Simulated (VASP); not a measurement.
A run of VASP 6.6.1:

File INCAR:

```
SYSTEM = Te
  AGGAC = 1.0
  AGGAX = 1.0
  ALDAC = 0.0
  ALDAX = 1.0
  ALGO = Normal
  EDIFF = 1E-6
  ENCUT = 520
  GGA = B5
  ISIF = 2
  ISMEAR = -1
  LASPH = .TRUE.
  LCHARG = .TRUE.
  LELF = .TRUE.
  LREAL = .FALSE.
  LVHAR = .TRUE.
  LWAVE = .FALSE.
  NBANDS = 20
  NELM = 100
  PREC = Accurate
  SIGMA = 0.05
```

KPOINTS

```
k-points
0
G
  4 4 4
  0 0 0
```

POSCAR

```
Te
1.0
    5.2232600000      0.0000000000      0.0000000000
    0.0000000000      5.2232600000      0.0000000000
    0.0000000000      0.0000000000      5.2232600000
Te
4
Direct
    0.8750000000      0.1250000000      0.6250000000
    0.3750000000      0.3750000000      0.3750000000
    0.1250000000      0.6250000000      0.8750000000
    0.6250000000      0.8750000000      0.1250000000
```

Potentials or basis: VASP PAW PBE potentials, release 64 (Te).

Launch:

```sh
$ cat potpaw_PBE.64/Te/POTCAR > POTCAR
$ mpirun -np 1 vasp_std > vasp.out
```

Hardware: 1 thread of AMD EPYC 9R45 96-Core Processor (Zen 5), on a shared host.

**Question.** Estimate the wall time of this run.

**Answer.** Run time: 37 s on 1 thread of AMD EPYC 9R45 96-Core Processor (Zen 5), on a shared host, peak memory 0.2 GiB. Counts: scf iterations 11, k points 10.
